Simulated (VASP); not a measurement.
# Ti2GaS3 (P-6m2) in VASP: further runs

Runs on Ti2GaS3. Level: PBE. Tasks: single point.

Everything below comes from runs of VASP 6.6.1. Logs are shortened: lines on timing, memory, paths and dates and some standing lists are left out, and cuts for length are marked.

**1. The cell of the first run**

Symmetry: P-6m2, No. 187, hexagonal system. The conventional cell has a = 3.350 Å, b = 3.350 Å, c = 10.625 Å, α = 90.00°, β = 90.00°, γ = 120.00°. Within 3.2 Å of Ti (site symmetry 3m) lie 6 S at 2.44 to 2.51 Å and 1 Ti at 3.19 Å. Ga (site symmetry -6m2) has 6 S at 2.95 Å and 6 Ga at 3.35 Å within 3.9 Å. Within 3.4 Å of S (site symmetry -6m2) lie 6 Ti at 2.51 Å and 6 S at 3.35 Å. Within 3.2 Å of S (site symmetry 3m) lie 3 Ti at 2.44 Å and 3 Ga at 2.95 Å.

**2. Single point, PBE**

Contents of INCAR:

```
SYSTEM = Ti2GaS3
PREC     = Accurate       ! precision mode
ENCUT    = 520            ! plane-wave cutoff, eV
EDIFF    = 1E-6           ! SCF threshold, eV
ISMEAR   = 0              ! smearing method
SIGMA    = 0.2            ! smearing width, eV
LREAL    = .FALSE.        ! projectors in reciprocal space
LASPH    = .TRUE.         ! aspherical terms in the spheres
NELM     = 80             ! most SCF steps
ALGO     = Normal         ! electronic algorithm
ISIF     = 2              ! what is computed and relaxed
LWAVE    = .FALSE.        ! write WAVECAR
LCHARG   = .TRUE.         ! write CHGCAR
GGA      = PE             ! functional
LELF     = .TRUE.         ! ELF
LVHAR    = .TRUE.       
NBANDS   = 67             ! bands
```

Contents of KPOINTS:

```
Automatic mesh
0
G
  6 6 1
  0 0 0
```

Contents of POSCAR:

```
Ti2GaS3
1.0
    3.3497623537      0.0000000000      0.0000000000
   -1.6748811769      2.9009792950      0.0000000000
    0.0000000000      0.0000000000     21.2496743455
Ti Ga S
4 2 6
Direct
    0.6666666667      0.3333333333      0.3250023402
    0.6666666667      0.3333333333      0.8250023402
    0.6666666667      0.3333333333      0.1749976598
    0.6666666667      0.3333333333      0.6749976598
    0.0000000000      1.0000000000      0.0000000000
    0.0000000000      1.0000000000      0.5000000000
    0.0000000000      0.0000000000      0.2500000000
    0.0000000000      0.0000000000      0.7500000000
    0.3333333333      0.6666666667      0.1050505054
    0.3333333333      0.6666666667      0.6050505054
    0.3333333333      0.6666666667      0.3949494946
    0.3333333333      0.6666666667      0.8949494946
```

Potentials or basis: VASP PAW PBE potentials, release 64 (Ti_sv, Ga_d, S).

Launch:

```
cat potpaw_PBE.64/Ti_sv/POTCAR potpaw_PBE.64/Ga_d/POTCAR potpaw_PBE.64/S/POTCAR > POTCAR
mpirun -np 1 vasp_std > vasp.out
```

OUTCAR:

```text
SYSTEM = Ti2GaS3
   PREC = Accurate
   ENCUT = 520
   EDIFF = 1E-6
   ISMEAR = 0
   LREAL = .FALSE.
   LASPH = .TRUE.
   NELM = 80
   ISIF = 2
   GGA = PE

 ion  position               nearest neighbor table
   1  0.667  0.333  0.325-  11 2.44  11 2.44  11 2.44   7 2.51   7 2.51   7 2.51
   2  0.667  0.333  0.825-  12 2.44  12 2.44  12 2.44   8 2.51   8 2.51   8 2.51
   3  0.667  0.333  0.175-   9 2.44   9 2.44   9 2.44   7 2.51   7 2.51   7 2.51
   4  0.667  0.333  0.675-  10 2.44  10 2.44  10 2.44   8 2.51   8 2.51   8 2.51
   5  0.000  0.000  0.000-
   6  0.000  0.000  0.500-
   7  0.000  0.000  0.250-   1 2.51   3 2.51   1 2.51   3 2.51   1 2.51   3 2.51
   8  0.000  0.000  0.750-   2 2.51   4 2.51   2 2.51   4 2.51   2 2.51   4 2.51
   9  0.333  0.667  0.105-   3 2.44   3 2.44   3 2.44
  10  0.333  0.667  0.605-   4 2.44   4 2.44   4 2.44
  11  0.333  0.667  0.395-   1 2.44   1 2.44   1 2.44
  12  0.333  0.667  0.895-   2 2.44   2 2.44   2 2.44
[... 7 lines left out ...]
 A1 = (   3.3497623537,   0.0000000000,   0.0000000000)
 A2 = (  -1.6748811769,   2.9009792950,   0.0000000000)
 A3 = (   0.0000000000,   0.0000000000,  21.2496743455)

Analysis of symmetry for initial positions (statically):
=====================================================================
 Subroutine PRICEL returns following result:

  LATTYP: Found a hexagonal cell.
 ALAT       =     3.3497623537
 C/A-ratio  =     3.1718181921

  Lattice vectors:

 A1 = (   3.3497623537,   0.0000000000,   0.0000000000)
 A2 = (  -1.6748811769,   2.9009792950,   0.0000000000)
 A3 = (   0.0000000000,   0.0000000000,  10.6248371728)

   2 primitive cells build up your supercell.

 Routine SETGRP: Setting up the symmetry group for a
 hexagonal supercell.

 Subroutine GETGRP returns: Found 12 space group operations
 (whereof 12 operations were pure point group operations)
 out of a pool of 24 trial point group operations.

The static configuration has the point symmetry D_3h.

Analysis of symmetry for dynamics (positions and initial velocities):
=====================================================================
 Subroutine PRICEL returns following result:

  LATTYP: Found a hexagonal cell.
 ALAT       =     3.3497623537
 C/A-ratio  =     3.1718181921

  Lattice vectors:

 A1 = (   3.3497623537,   0.0000000000,   0.0000000000)
 A2 = (  -1.6748811769,   2.9009792950,   0.0000000000)
 A3 = (   0.0000000000,   0.0000000000,  10.6248371728)
[... 110 lines left out ...]
   PSTRESS=    0.0 pullay stress
   NELECT =     110.0000    total number of electrons
   NUPDOWN=      -1.0000    fix difference up-down
   EMIN   =  10.00;   EMAX   =-10.00  energy-range for DOS
   EFERMI =   0.00;   METHOD = LEGACY
   ISMEAR =     0;   SIGMA  =   0.20  broadening in eV -4-tet -1-fermi 0-gaus
   EFERMI_NEDOS =   21; number of points for ismear=-14 and -15
   IALGO  =     38    algorithm
   IMIX   =      4    mixing-type and parameters
     AMIX     =   0.40;   BMIX     =  1.00
     AMIX_MAG =   1.60;   BMIX_MAG =  1.00
  volume/ion in A,a.u.               =      17.21       116.13
  Fermi-wavevector in a.u.,A,eV,Ry     =   1.327095  2.507846 23.962333  1.761182
  Thomas-Fermi vector in A             =   2.456433
   LORBIT       =      0    0 simple, 1 ext, 2 COOP (PROOUT), +10 PAW based schemes
   GGA     = PE    functional components
   LHFCALC =     F    Hartree Fock is set to
   AEXX    =    0.0000 exact exchange contribution
   IVDW    =     0    specifies the selected vdW correction
   LEPSILON=     F    determine dielectric tensor
   LRPA    =     F    only Hartree local field effects (RPA)
 non-spin polarized calculation
 Gauss-broadening in eV      SIGMA  =   0.20
  energy-cutoff  :      520.00
  volume of cell :      206.50
 maximum number of plane-waves:      5579
 NGX is ok and might be reduce to    28
   NGX = 13   NGY = 13   NGZ = 79

 number of electron     109.9999983 magnetization

 Free energy of the ion-electron system (eV)
  ---------------------------------------------------
  ext. energy  EPLUGINS =         0.00000000
  ---------------------------------------------------
  free energy    TOTEN  =       -75.02832136 eV

  energy without entropy =      -74.84712188  energy(sigma->0) =      -74.93772162

 E-fermi :   7.6197     XC(G=0): -10.9205

 val. band max:        7.5590876123   @ k =   0.1667   0.1667   0.0000
 cond. band min:       7.6699664030   @ k =   0.1667   0.1667   0.0000
 fundamental gap:      0.1108787907
 Fermi energy:         7.6196529442

 k-point     1 :       0.0000    0.0000    0.0000
  band No.  band energies     occupation
      1     -49.7330      2.00000
      2     -49.7330      2.00000
      3     -49.7253      2.00000
      4     -49.7253      2.00000
      5     -26.0025      2.00000
      6     -26.0025      2.00000
[... 479 lines left out ...]
     66       9.2997      0.00000
     67       9.3598      0.00000

------------------------ aborting loop because EDIFF is reached ----------------------------------------

  FORCE on cell =-STRESS in cart. coord.  units (eV):
  Direction    XX          YY          ZZ          XY          YZ          ZX
  --------------------------------------------------------------------------------------
  -------------------------------------------------------------------------------------
  Total        0.5341988      0.5341988     -0.5736187     -0.0000000      0.0000000     -0.0000000
  in kB        4.1447903      4.1447903     -4.4506453     -0.0000000      0.0000000     -0.0000000
  external PRESSURE =       1.2796451 kB  Pullay stress =       0.0000000 kB

 VOLUME and BASIS-vectors are now :
 -----------------------------------------------------------------------------
  energy-cutoff  :      520.00
  volume of cell :      206.50
      direct lattice vectors                 reciprocal lattice vectors
     3.349762354  0.000000000  0.000000000     0.298528640  0.172355591  0.000000000
    -1.674881177  2.900979295  0.000000000     0.000000000  0.344711181  0.000000000
     0.000000000  0.000000000 21.249674346     0.000000000  0.000000000  0.047059545

 POSITION                                       TOTAL-FORCE (eV/Angst)
 -----------------------------------------------------------------------------------
      1.67488      0.96699      6.90619         0.000000     -0.000000     -0.018163
      1.67488      0.96699     17.53103         0.000000     -0.000000     -0.018163
      1.67488      0.96699      3.71864        -0.000000      0.000000      0.018163
      1.67488      0.96699     14.34348         0.000000      0.000000      0.018163
      0.00000      0.00000      0.00000         0.000000      0.000000      0.000000
      0.00000      0.00000     10.62484         0.000000      0.000000      0.000000
      0.00000      0.00000      5.31242        -0.000000      0.000000      0.000000
      0.00000      0.00000     15.93726        -0.000000      0.000000      0.000000
     -0.00000      1.93399      2.23229         0.000000     -0.000000      0.018426
     -0.00000      1.93399     12.85713        -0.000000      0.000000      0.018426
     -0.00000      1.93399      8.39255        -0.000000      0.000000     -0.018426
     -0.00000      1.93399     19.01739        -0.000000      0.000000     -0.018426
 -----------------------------------------------------------------------------------
    total drift:                               -0.000001      0.000000      0.000000

  FREE ENERGIE OF THE ION-ELECTRON SYSTEM (eV)
  ---------------------------------------------------
  free  energy   TOTEN  =       -75.0283213612 eV

  energy  without entropy=      -74.8471218799  energy(sigma->0) =      -74.93772162
```

Run time: 1.7 min. Hardware: 1 thread of AMD EPYC 9R45 (Zen 5), shared host; peak memory 0.36 GiB.

Results:

```yaml
Free_energy: -75.0283 eV
Pressure: 0.1 GPa
Largest_force: 0.018 eV/Å
Band_gap_on_the_k_mesh: zero (bands 55 and 56 overlap by 0.67 eV)
```

Forces on the atoms (eV/Å):
```
Ti   0.000  0.000 -0.018
Ti   0.000  0.000 -0.018
Ti   0.000  0.000  0.018
Ti   0.000  0.000  0.018
Ga   0.000  0.000  0.000
Ga   0.000  0.000  0.000
S    0.000  0.000  0.000
S    0.000  0.000  0.000
S    0.000  0.000  0.018
S    0.000  0.000  0.018
S    0.000  0.000 -0.018
S    0.000  0.000 -0.018
```

Levels at points of the mesh, in eV from the Fermi level:
| k point | band 53 | band 54 | band 55 | band 56 | band 57 | band 58 |
| --- | --- | --- | --- | --- | --- | --- |
| (0.00, 0.00, 0.00) | -0.61 | 0.21 | 0.21 | 0.22 | 0.22 | 0.33 |
| (0.50, 0.00, 0.00) | -1.17 | -1.14 | -0.46 | -0.44 | 0.37 | 0.46 |

Caveat: the k points lie up to 0.36 Å⁻¹ apart, too coarse for converged energies and pressures of a metal.

(Continued in part 2 of 2.)

The gap in the log of VASP goes by the Fermi energy; the results here count the filled bands.